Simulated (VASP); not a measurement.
C:

```
C
1.0
     0.00000    1.73702    1.73702
     1.73702    0.00000    1.73702
     1.73702    1.73702    0.00000
C
2
Direct
  0.50000 0.50000 0.50000
  0.75000 0.75000 0.75000
```

This cell differs from its parent crystal: volume 5.241 Å^3 an atom, c/a of the conventional cell 1.0000.

Base run:

```yaml
Program: VASP 6.6.1
Functional: LDA
Potentials_or_basis: VASP PAW LDA potentials, release 64 (C_h)
Cutoff: 910 eV
k_mesh: 12 × 12 × 12
Occupations: gaussian, width 0.05 eV
Spin: no spin polarisation
```

Its results: band gap on the k mesh 4.33 eV, indirect (least direct gap 5.77 eV); pressure 26.0 GPa.

Task: The run is repeated on the same cell with these changes: potentials or basis from VASP PAW LDA potentials, release 64 (C_h) to VASP PAW LDA potentials, release 64 (C); cutoff from 910 eV to 520 eV. What comes out?

Result: Band gap on the k mesh 4.32 eV, indirect (least direct gap 5.77 eV); pressure 27.2 GPa.

Caveats: the cutoff is under 1.25 times the usual one of these potentials, so pressure, stress and relaxed cells hold a basis-set (Pulay) error (some runs).

A k mesh can miss the band edges.
